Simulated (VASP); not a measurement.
# C (C2/m) in VASP: single point with r2SCAN

Aim: the single point of C with r2SCAN.

Program: VASP 6.6.1. These are calculated values, not measurements. Logs are shortened: lines on timing, memory, paths and dates and some standing lists are left out, and cuts for length are marked.

### 1 The cell of the first run

It takes space group C2/m (No. 12, monoclinic). Conventional cell: a = 4.368 Å, b = 2.522 Å, c = 4.368 Å, α = 90.00°, β = 109.47°, γ = 90.00°. C (site symmetry m) has 4 C at 1.54 to 1.55 Å within 2.1 Å. Within 2.1 Å of C (site symmetry m) lie 4 C at 1.54 to 1.55 Å.

### 2 Single point, r2SCAN (atoms displaced along a vibrational mode)

Contents of POSCAR:

```
C
1.0
    0.0000000000     -1.7834000000     -1.7834000000
   -1.7834000000      0.0000000000     -1.7834000000
    1.7834000000      1.7834000000     -3.5668000000
C
4
Direct
    0.7396987864      0.7396987864      0.7500000190
    0.2603012136      0.2603012136      0.2499999810
    0.3646987864      0.3646987864      0.8750000190
    0.8853012136      0.8853012136      0.3749999810
```

Contents of INCAR.step1:

```
SYSTEM = C
PREC     = Accurate       ! precision mode
ENCUT    = 520            ! plane-wave cutoff, eV
ISMEAR   = 0              ! smearing method
SIGMA    = 0.05           ! smearing width, eV
LREAL    = .False.        ! projectors in reciprocal space
LASPH    = .True.         ! aspherical terms in the spheres
NELM     = 80             ! most SCF steps
NBANDS   = 16             ! bands
GGA      = PE             ! functional
ALGO     = Normal         ! electronic algorithm
EDIFF    = 1E-4           ! SCF threshold, eV
LWAVE    = .True.         ! write WAVECAR
LCHARG   = .False.        ! write CHGCAR
```

Contents of INCAR.step2:

```
SYSTEM = C
PREC     = Accurate       ! precision mode
ENCUT    = 520            ! plane-wave cutoff, eV
EDIFF    = 1E-6           ! SCF threshold, eV
ISMEAR   = 0              ! smearing method
SIGMA    = 0.05           ! smearing width, eV
LREAL    = .False.        ! projectors in reciprocal space
LASPH    = .True.         ! aspherical terms in the spheres
NELM     = 80             ! most SCF steps
ALGO     = Normal         ! electronic algorithm
ISIF     = 2              ! what is computed and relaxed
LWAVE    = .False.        ! write WAVECAR
LCHARG   = .False.        ! write CHGCAR
METAGGA  = R2SCAN         ! meta-GGA
LMIXTAU  = .True.       
NBANDS   = 16             ! bands
ISTART   = 1
```

Contents of KPOINTS:

```
regular mesh
0
Gamma
  12 12 10
  0 0 0
```

Potentials or basis: VASP PAW PBE potentials, release 64 (C).

On the command line:

```
$ cat potpaw_PBE.64/C/POTCAR > POTCAR
$ cp INCAR.step1 INCAR
$ mpirun -np 1 vasp_std > vasp.out
$ cp INCAR.step2 INCAR
$ mpirun -np 1 vasp_std > vasp.out
```

OUTCAR:

```text
SYSTEM = C
   PREC = Accurate
   ENCUT = 520
   EDIFF = 1E-6
   ISMEAR = 0
   LREAL = .False.
   LASPH = .True.
   NELM = 80
   ISIF = 2
   METAGGA = R2SCAN
   ISTART = 1

 ion  position               nearest neighbor table
   1  0.740  0.740  0.750-   3 1.54   3 1.54   3 1.54   4 1.55
   2  0.260  0.260  0.250-   4 1.54   4 1.54   4 1.54   3 1.55
   3  0.365  0.365  0.875-   1 1.54   1 1.54   1 1.54   2 1.55
   4  0.885  0.885  0.375-   2 1.54   2 1.54   2 1.54   1 1.55

  LATTYP: Found a trigonal (rhomboedric) cell.
 ALAT       =     4.3684200073
 COS(alpha) =     0.8333333333

  Lattice vectors:

 A1 = (   1.7834000000,   3.5668000000,  -1.7834000000)
 A2 = (   3.5668000000,   1.7834000000,  -1.7834000000)
 A3 = (   1.7834000000,   1.7834000000,  -3.5668000000)

Analysis of symmetry for initial positions (statically):
=====================================================================
 Subroutine PRICEL returns:
 Original cell was already a primitive cell.

 Routine SETGRP: Setting up the symmetry group for a
 trigonal (rhombohedral) supercell.

 Subroutine GETGRP returns: Found  4 space group operations
 (whereof  2 operations were pure point group operations)
 out of a pool of 12 trial point group operations.

The static configuration has the point symmetry C_1h.
 The point group associated with its full space group is C_2h.

Analysis of symmetry for dynamics (positions and initial velocities):
=====================================================================
 Subroutine PRICEL returns:
 Original cell was already a primitive cell.

 Routine SETGRP: Setting up the symmetry group for a
 trigonal (rhombohedral) supercell.

 Subroutine GETGRP returns: Found  4 space group operations
 (whereof  2 operations were pure point group operations)
 out of a pool of 12 trial point group operations.

The dynamic configuration has the point symmetry C_1h.
 The point group associated with its full space group is C_2h.

 Subroutine INISYM returns: Found  4 space group operations
 (whereof  2 operations are pure point group operations),
 and found     1 'primitive' translations

----------------------------------------------------------------------------------------

                                     Primitive cell

  volume of cell :      22.6885

  direct lattice vectors                    reciprocal lattice vectors
     0.000000000 -1.783400000 -1.783400000     0.140181675 -0.420545026 -0.140181675
    -1.783400000  0.000000000 -1.783400000    -0.420545026  0.140181675 -0.140181675
     1.783400000  1.783400000 -3.566800000     0.140181675  0.140181675 -0.140181675

  length of vectors
     2.522108467  2.522108467  4.368420007     0.464930020  0.464930020  0.242801784

  position of ions in fractional coordinates (direct lattice)
     0.739698786  0.739698786  0.750000019
     0.260301214  0.260301214  0.249999981
     0.364698786  0.364698786  0.875000019
     0.885301214  0.885301214  0.374999981

  ion indices of the primitive-cell ions
   primitive index   ion index
                 1           1
                 2           2
                 3           3
                 4           4

----------------------------------------------------------------------------------------

 KPOINTS: regular mesh

Automatic generation of k-mesh.
 Grid dimensions read from file:
 generate k-points for:   12   12   10

 Generating k-lattice:

  Cartesian coordinates                     Fractional coordinates (reciprocal lattice)
     0.011681806 -0.035045419 -0.011681806     0.083333333  0.000000000  0.000000000
    -0.035045419  0.011681806 -0.011681806     0.000000000  0.083333333  0.000000000
     0.014018168  0.014018168 -0.014018168     0.000000000  0.000000000  0.100000000

  Length of vectors
     0.038744168  0.038744168  0.024280178

  Shift w.r.t. Gamma in fractional coordinates (k-lattice)
     0.000000000  0.000000000  0.000000000

 -----------------------------------------------------------------------------
|                                                                             |
|           W    W    AA    RRRRR   N    N  II  N    N   GGGG   !!!           |
|           W    W   A  A   R    R  NN   N  II  NN   N  G    G  !!!           |
|           W    W  A    A  R    R  N N  N  II  N N  N  G       !!!           |
|           W WW W  AAAAAA  RRRRR   N  N N  II  N  N N  G  GGG   !            |
|           WW  WW  A    A  R   R   N   NN  II  N   NN  G    G                |
|           W    W  A    A  R    R  N    N  II  N    N   GGGG   !!!           |
|                                                                             |
|     Your reciprocal lattice and k-lattice belong to different lattice       |
|     classes:                                                                |
|                                                                             |
|        The reciprocal lattice is rhombohedral (trigonal),                   |
|        whereas your k-lattice is base-centered monoclinic.                  |
|                                                                             |
|     Results are often still useful ...                                      |
|                                                                             |
 -----------------------------------------------------------------------------

 WARNING: IBZKPT: internal override: KBLOWUP is changed to .FALSE.
      ... skipping the blow-up phase ...

 Subroutine IBZKPT returns following result:
 ===========================================

 Found    398 irreducible k-points:

 Following reciprocal coordinates:
            Coordinates               Weight
  0.000000  0.000000  0.000000      1.000000
  0.083333  0.000000  0.000000      4.000000
  0.166667  0.000000  0.000000      4.000000
  0.250000  0.000000  0.000000      4.000000
  0.333333  0.000000  0.000000      4.000000
  0.416667  0.000000  0.000000      4.000000
[... 16 lines left out ...]
  0.500000  0.166667  0.000000      4.000000
 -0.416667  0.166667 -0.000000      4.000000
 [... further k-points ...]
   k-points           NKPTS =    398   k-points in BZ     NKDIM =    398   number of bands    NBANDS=     16
   number of dos      NEDOS =    301   number of ions     NIONS =      4
   total plane-waves  NPLWV =  12800
   dimension x,y,z NGX =    20 NGY =   20 NGZ =   32
   dimension x,y,z NGXF=    40 NGYF=   40 NGZF=   64
   ions per type =               4
   NGX,Y,Z   is equivalent  to a cutoff of  13.18, 13.18, 12.18 a.u.
   NGXF,Y,Z  is equivalent  to a cutoff of  26.37, 26.37, 24.36 a.u.
 SYSTEM =  C
   PREC   = accura    normal or accurate (medium, high low for compatibility)
   ISTART =      1    job   : 0-new  1-cont  2-samecut
   ICHARG =      0    charge: 1-file 2-atom 10-const
   ISPIN  =      1    spin polarized calculation?
   LNONCOLLINEAR =      F non collinear calculations
   LSORBIT =      F    spin-orbit coupling
   LASPH  =      T    aspherical Exc in radial PAW
   ENCUT  =  520.0 eV  38.22 Ry    6.18 a.u.   4.69  4.69  8.12*2*pi/ulx,y,z
   NELM   =     80;   NELMIN=  2; NELMDL=  0     # of ELM steps
   EDIFF  = 0.1E-05   stopping-criterion for ELM
   LREAL  =      F    real-space projection
   EDIFFG = 0.1E-04   stopping-criterion for IOM
   NSW    =      0    number of steps for IOM
   IBRION =     -1    ionic relax: 0-MD 1-quasi-New 2-CG
   NFREE  =      0    steps in history (QN), initial steepest desc. (CG)
   ISIF   =      2    stress and relaxation
   ISYM   =      2    0-nonsym 1-usesym 2-fastsym
   POTIM  = 0.5000    time-step for ionic-motion
   TEBEG  =    0.0;   TEEND  =   0.0 temperature during run
   PSTRESS=    0.0 pullay stress
   NELECT =      16.0000    total number of electrons
   NUPDOWN=      -1.0000    fix difference up-down
   EMIN   =  10.00;   EMAX   =-10.00  energy-range for DOS
   EFERMI =   0.00;   METHOD = LEGACY
   ISMEAR =     0;   SIGMA  =   0.05  broadening in eV -4-tet -1-fermi 0-gaus
   EFERMI_NEDOS =   21; number of points for ismear=-14 and -15
   IALGO  =     38    algorithm
   IMIX   =      4    mixing-type and parameters
     AMIX     =   0.40;   BMIX     =  1.00
     AMIX_MAG =   1.60;   BMIX_MAG =  1.00
  volume/ion in A,a.u.               =       5.67        38.28
  Fermi-wavevector in a.u.,A,eV,Ry     =   1.457178  2.753668 28.890189  2.123369
  Thomas-Fermi vector in A             =   2.574010
   LORBIT       =      0    0 simple, 1 ext, 2 COOP (PROOUT), +10 PAW based schemes
   METAGGA = R2SCAN    functional components
   LHFCALC =     F    Hartree Fock is set to
   AEXX    =    0.0000 exact exchange contribution
   IVDW    =     0    specifies the selected vdW correction
   LEPSILON=     F    determine dielectric tensor
   LRPA    =     F    only Hartree local field effects (RPA)
 non-spin polarized calculation
 Gauss-broadening in eV      SIGMA  =   0.05
  energy-cutoff  :      520.00
  volume of cell :       22.69
 maximum number of plane-waves:       625
   NGX =  9   NGY =  9   NGZ = 17

 number of electron      15.9999998 magnetization

 Free energy of the ion-electron system (eV)
  ---------------------------------------------------
  ext. energy  EPLUGINS =         0.00000000
  ---------------------------------------------------
  free energy    TOTEN  =       -39.25873613 eV

  energy without entropy =      -39.25873613  energy(sigma->0) =      -39.25873613

 E-fermi :  10.0584     XC(G=0): -14.2597

 val. band max:        9.7452351610   @ k =   0.0000   0.0000   0.0000
 cond. band min:      14.0346910064   @ k =  -0.3333  -0.3333   0.3000
 fundamental gap:      4.2894558453
 Fermi energy:        10.0584175475

 k-point     1 :       0.0000    0.0000    0.0000
  band No.  band energies     occupation
      1     -12.9800      2.00000
      2      -7.0365      2.00000
      3      -4.3150      2.00000
      4       6.7472      2.00000
      5       6.7580      2.00000
      6       9.6618      2.00000
[... 8 lines left out ...]
     15      23.4829      0.00000
     16      26.4248      0.00000

 k-point     2 :       0.0833    0.0000    0.0000
  band No.  band energies     occupation
      1     -12.7957      2.00000
      2      -6.9266      2.00000
      3      -4.0954      2.00000
      4       5.9081      2.00000
      5       6.5063      2.00000
      6       8.6948      2.00000
[... 8 lines left out ...]
     15      23.6480      0.00000
     16      26.3839      0.00000

 k-point     3 :       0.1667    0.0000    0.0000
  band No.  band energies     occupation
      1     -12.2449      2.00000
      2      -6.5871      2.00000
      3      -3.4634      2.00000
      4       3.9022      2.00000
      5       5.9104      2.00000
      6       6.6161      2.00000
[... 8 lines left out ...]
     15      23.8077      0.00000
     16      26.0745      0.00000
[... 362 lines left out ...]
 k-point    23 :       0.5000    0.1667    0.0000
  band No.  band energies     occupation
      1      -7.8080      2.00000
      2      -5.1507      2.00000
      3      -2.6755      2.00000
      4       0.4072      2.00000
      5       1.4586      2.00000
      6       2.0038      2.00000
[... 8 lines left out ...]
     15      24.5088      0.00000
     16      24.8096      0.00000

 k-point    24 :      -0.4167    0.1667   -0.0000
  band No.  band energies     occupation
      1      -6.4351      2.00000
      2      -5.9938      2.00000
      3      -1.9375      2.00000
      4      -1.0795      2.00000
      5       1.2489      2.00000
      6       1.9783      2.00000
[... 8 lines left out ...]
     15      24.9424      0.00000
     16      25.8400      0.00000

 [... further k-points ...]

------------------------ aborting loop because EDIFF is reached ----------------------------------------

  FORCE on cell =-STRESS in cart. coord.  units (eV):
  Direction    XX          YY          ZZ          XY          YZ          ZX
  --------------------------------------------------------------------------------------
  -------------------------------------------------------------------------------------
  Total       -0.1721740     -0.1721740     -0.2775851     -0.0129013     -0.0250794     -0.0250794
  in kB      -12.1582756    -12.1582756    -19.6020020     -0.9110380     -1.7710102     -1.7710096
  external PRESSURE =     -14.6395177 kB  Pullay stress =       0.0000000 kB

 VOLUME and BASIS-vectors are now :
 -----------------------------------------------------------------------------
  energy-cutoff  :      520.00
  volume of cell :       22.69
      direct lattice vectors                 reciprocal lattice vectors
     0.000000000 -1.783400000 -1.783400000     0.140181675 -0.420545026 -0.140181675
    -1.783400000  0.000000000 -1.783400000    -0.420545026  0.140181675 -0.140181675
     1.783400000  1.783400000 -3.566800000     0.140181675  0.140181675 -0.140181675

 POSITION                                       TOTAL-FORCE (eV/Angst)
 -----------------------------------------------------------------------------------
      0.01837      0.01837     -5.31346        -0.261348     -0.261348     -0.506754
     -0.01837     -0.01837     -1.82014         0.246054      0.246054      0.506820
      0.91007      0.91007     -4.42176        -0.246054     -0.246054     -0.506820
     -0.91007     -0.91007     -4.49524         0.261348      0.261348      0.506754
 -----------------------------------------------------------------------------------
    total drift:                               -0.000000      0.000000      0.000000

  FREE ENERGIE OF THE ION-ELECTRON SYSTEM (eV)
  ---------------------------------------------------
  free  energy   TOTEN  =       -39.2587361288 eV

  energy  without entropy=      -39.2587361288  energy(sigma->0) =      -39.25873613
```

It took 11 min on 1 thread of AMD EPYC 7R13, shared host; peak memory 0.19 GiB.

Results:

```
Free energy            : -39.2587 eV
Pressure               : -1.5 GPa
Largest force          : 0.627 eV/Å
Band gap on the k mesh : 4.29 eV
```

Forces in eV/Å, atoms in the order of the input:
```
C   -0.261 -0.261 -0.507
C    0.246  0.246  0.507
C   -0.246 -0.246 -0.507
C    0.261  0.261  0.507
```

Levels at points of the mesh, in eV from the valence-band top:
| k point | band 5 | band 6 | band 7 | band 8 | band 9 | band 10 | band 11 | band 12 |
| --- | --- | --- | --- | --- | --- | --- | --- | --- |
| (0.00, 0.00, 0.00) | -2.99 | -0.08 | -0.05 | 0.00 | 5.79 | 5.82 | 5.82 | 8.83 |
| (0.50, 0.00, 0.00) | -7.17 | -7.15 | -5.18 | -5.17 | 6.31 | 6.36 | 11.55 | 12.21 |
| (0.50, 0.50, 0.00) | -6.69 | -6.66 | -3.01 | -2.97 | 4.85 | 4.97 | 8.86 | 8.88 |
| (0.00, 0.00, 0.50) | -1.99 | -1.99 | -1.78 | -1.78 | 7.71 | 7.90 | 8.04 | 8.38 |
| (0.50, 0.00, 0.50) | -6.68 | -6.67 | -3.05 | -2.97 | 4.92 | 5.02 | 8.81 | 8.89 |
| (0.50, 0.50, 0.50) | -7.16 | -7.12 | -5.21 | -5.18 | 6.28 | 6.37 | 11.30 | 12.67 |

Caveat: the cell differs from its parent crystal (atoms displaced along a vibrational mode); the PAW data sets were made with another functional, which shifts forces and pressure a little.
